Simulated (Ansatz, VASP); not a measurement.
Ru: VASP beside Ansatz

File INCAR:

```
PREC = Accurate
ENCUT = 600
EDIFF = 1E-7
ISMEAR = 0
SIGMA = 0.1
LREAL = F
LASPH = T
NELM = 80
ALGO = Normal
ISIF = 3
LWAVE = F
LCHARG = F
GGA = PE
IBRION = 2
NSW = 90
EDIFFG = -0.04
```

File KPOINTS:

```
regular mesh
0
Gamma
  9 9 8
```

POSCAR

```
Ru
1.0
    2.5723315739      0.0000000000      0.0000000000
   -1.2861657869      2.2277044899      0.0000000000
    0.0000000000      0.0000000000      2.4035223143
Ru
1
Direct
    0.0000000000      0.0000000000      0.0000000000
```

Input for Ansatz:

```yaml
crystal:
  lattice:
    - [2.5723315739, 0.0, 0.0]
    - [-1.2861657869, 2.2277044899, 0.0]
    - [0.0, 0.0, 2.4035223143]
  atoms:
    - { symbol: Ru, position: [0.0, 0.0, 0.0] }
basis:
  ecutwfc: 420
kpoints:
  mp_grid: { grid: [9, 9, 8] }
hamiltonian:
  xc: pbe
scf:
  occupations: { method: gaussian, width: 0.1 }
  lower_state_search: "off"
output:
  forces: true
  stress: true
  eigenvalues: true
relax:
  adjacent_minimum: "off"
  f_tol: 0.04
  max_steps: 70
  cell: { stress_tol: 0.4 }
```

Alike in both runs: task relaxation of cell and atoms; functional PBE; k mesh 9 × 9 × 8; occupations gaussian, width 0.1 eV; no spin polarisation.

|  | VASP | Ansatz |
| --- | --- | --- |
| version | VASP 6.6.1 | Ansatz 0.2.0 |
| potentials or method | VASP PAW PBE potentials, release 64 (Ru_pv), cutoff 600 eV | scalar-relativistic, plane waves, PAW |
| valence electrons in the cell | 14 | 16 |

|  | VASP | Ansatz | Ansatz less VASP |
| --- | --- | --- | --- |
| gap on the k mesh at the Fermi level, each at its own relaxed structure (eV) | none | none | - |
| relaxed volume (Å³/atom) | 15.00 | 15.02 | +0.016 |
| relaxed cell length with the largest relative difference (Å) | 2.654 | 2.656 | +0.0021 |

A gap of «none» marks a metal or a gap that the smearing closes. VASP's potentials hold 14 valence electrons a cell and Ansatz's 16, so a difference there can come from the potentials and not from the codes.
